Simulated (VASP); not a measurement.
Here is a VASP 6.6.1 calculation.

File INCAR:

```
  ALGO = Normal
  EDIFF = 1E-8
  ENCUT = 600
  GGA = PS
  GGA_COMPAT = False
  IBRION = 8
  ISIF = 2
  ISMEAR = 0
  KPAR = 4
  LASPH = True
  LCHARG = False
  LREAL = False
  LWAVE = False
  NELM = 120
  NSW = 1
  PREC = Accurate
  SIGMA = 0.01
```

KPOINTS

```
k-points
0
Gamma
  12 12 6
```

Contents of POSCAR:

```
Mg3Sb2
1.0
    4.5503361970      0.0000000000      0.0000000000
   -2.2751680985      3.9407067424      0.0000000000
    0.0000000000      0.0000000000      7.1819798393
Mg Sb
3 2
Direct
    0.3333333333      0.6666666667      0.6325503344
    0.6666666667      0.3333333333      0.3674496656
    0.0000000000      0.0000000000      0.0000000000
    0.3333333333      0.6666666667      0.2241893187
    0.6666666667      0.3333333333      0.7758106813
```

Potentials or basis: VASP PAW PBE potentials, release 64 (Mg, Sb).

Command:

```bash
$ cat potpaw_PBE.64/Mg/POTCAR potpaw_PBE.64/Sb/POTCAR > POTCAR
$ mpirun -np 4 vasp_std > vasp.out
```

Task: Predict the highest phonon frequency at Γ.

Result: 246 cm⁻¹.

Phonon frequencies in cm⁻¹ (negative: imaginary):
```csv
q point,frequencies
"(0.000, 0.000, 0.000)",0 0 0 76 76 116 134 134 149 218 222 222 242 242 246
```
